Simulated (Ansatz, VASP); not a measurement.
InAs: VASP beside Ansatz

```xyz
2
Lattice="0.0000 3.0180 3.0180 3.0180 0.0000 3.0180 3.0180 3.0180 0.0000" Properties=species:S:1:pos:R:3 pbc="T T T"
In    0.0000    0.0000    0.0000
As    4.5270    4.5270    4.5270
```

Alike in both runs: task single point; functional PBE; k mesh 8 × 8 × 8; occupations gaussian, width 0.025 eV; no spin polarisation.

|  | VASP | Ansatz |
| --- | --- | --- |
| version | VASP 6.6.1 | Ansatz 0.2.0 |
| potentials or method | VASP PAW PBE potentials, release 64 (In_d, As), cutoff 520 eV | all-electron LAPW, scalar-relativistic |

Ansatz gave:

```
gap on the k mesh at the Fermi level (eV) : none
pressure (GPa)                            : 4.3
```

What did VASP give for the same quantities?

gap on the k mesh at the Fermi level (eV): none; pressure (GPa): 4.4.

A gap of «none» marks a metal or a gap that the smearing closes. Ansatz ran all-electron here, and VASP with PAW potentials.
